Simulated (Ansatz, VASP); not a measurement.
**Two plane-wave programs on TaTe**

The input POSCAR:

```
TaTe
1.0
    3.4200900000      0.0000000000      0.0000000000
    0.0000000000      3.4200900000      0.0000000000
    0.0000000000      0.0000000000      3.4200900000
Ta Te
1 1
Direct
    0.5000000000      0.5000000000      0.5000000000
    0.0000000000      0.0000000000      0.0000000000
```

INCAR.step1

```
PREC = Accurate ; ENCUT = 520
EDIFF = 1E-5 ; ISMEAR = -1
SIGMA = 0.05 ; LREAL = F
LASPH = T ; NELM = 60
ALGO = Normal ; ISIF = 2
LWAVE = T ; LCHARG = F
GGA = PE ; NBANDS = 16
```

File INCAR.step2:

```
PREC = Accurate ; ENCUT = 520
EDIFF = 1E-6 ; ISMEAR = -1
SIGMA = 0.05 ; LREAL = F
LASPH = T ; NELM = 60
ALGO = Normal ; ISIF = 2
LWAVE = F ; LCHARG = F
GGA = PE ; LHFCALC = T
AEXX = 0.25 ; HFSCREEN = 0.6
PRECFOCK = Normal ; ISTART = 1
NBANDS = 16
```

Contents of KPOINTS:

```
regular mesh
0
Gamma
  4 4 4
```

Contents of input:

```
crystal:
  lattice:
    - [3.42009, 0.0, 0.0]
    - [0.0, 3.42009, 0.0]
    - [0.0, 0.0, 3.42009]
  atoms:
    - { symbol: Ta, position: [0.5, 0.5, 0.5] }
    - { symbol: Te, position: [0.0, 0.0, 0.0] }
hamiltonian:
  xc: { exchange: pbe, correlation: pbe, exx: { coeff: 0.25, omega: 0.6 } }
  pseudopotentials: { kind: paw }
kpoints:
  mp_grid: { grid: [4, 4, 4] }
scf:
  occupations: { method: fermi_dirac, width: 0.05 }
output:
  forces: true
  stress: true
  eigenvalues: true
```

Alike in both runs: task single point; functional PBE-based screened hybrid with a share of 0.25 of exact exchange and HFSCREEN = 0.6; k mesh 4 × 4 × 4; occupations fermi-dirac, width 0.05 eV; no spin polarisation.

|  | VASP | Ansatz |
| --- | --- | --- |
| version | VASP 6.6.1 | Ansatz 0.2.0 |
| potentials or method | VASP PAW PBE potentials, release 64 (Ta_pv, Te) | Ansatz PAW |
| plane-wave cutoff (eV) | 520 | 420 |
| valence electrons in the cell | 17 | 29 |

```csv
,VASP,Ansatz,Ansatz less VASP
gap on the k mesh at the Fermi level (eV),none,none,-
pressure (GPa),-3.2,-2.6,+0.64
```

VASP's potentials were made for PBE, not for PBE-based screened hybrid. A gap of «none» marks a metal or a gap that the smearing closes. VASP's potentials hold 17 valence electrons a cell and Ansatz's 29, so a difference there can come from the potentials and not from the codes.

The k mesh is coarse, so the values compare programs but aren't converged. Neither program's run includes spin-orbit coupling.
